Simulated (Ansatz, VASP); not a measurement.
## BePt: VASP beside Ansatz

```
Be Pt
1.0
     1.41701    0.81811    3.54435
    -1.41701    0.81811    3.54435
     0.00000   -1.63622    3.54435
Be Pt
1 1
Direct
  0.00000 0.00000 0.00000
  0.50000 0.50000 0.50000
```

Alike in both runs: functional PBE; k mesh 24 × 24 × 24; occupations gaussian, width 0.1 eV; no spin polarisation.

Ansatz relaxed the structure, and its values are those at the end. VASP's run is a single point on that final structure, the one shown.

|  | VASP | Ansatz |
| --- | --- | --- |
| version | VASP 6.6.1 | Ansatz 0.2.0 |
| potentials or method | VASP PAW PBE potentials, release 64 (Be, Pt), cutoff 520 eV | scalar-relativistic, plane waves, PAW |
| valence electrons in the cell | 12 | 20 |

Ansatz gave:

| Property | Result |
| --- | --- |
| gap on the k mesh at the Fermi level (eV) | none |
| pressure (GPa) | 0.0 |

Question: Estimate VASP's values.

Answer: gap on the k mesh at the Fermi level (eV): none; pressure (GPa): -0.1.

A gap of «none» marks a metal or a gap that the smearing closes. The functional is the same, so the differences come from potentials, cutoffs and numerics. VASP's potentials hold 12 valence electrons a cell and Ansatz's 20, so a difference there can come from the potentials and not from the codes.

Neither program's run includes spin-orbit coupling.
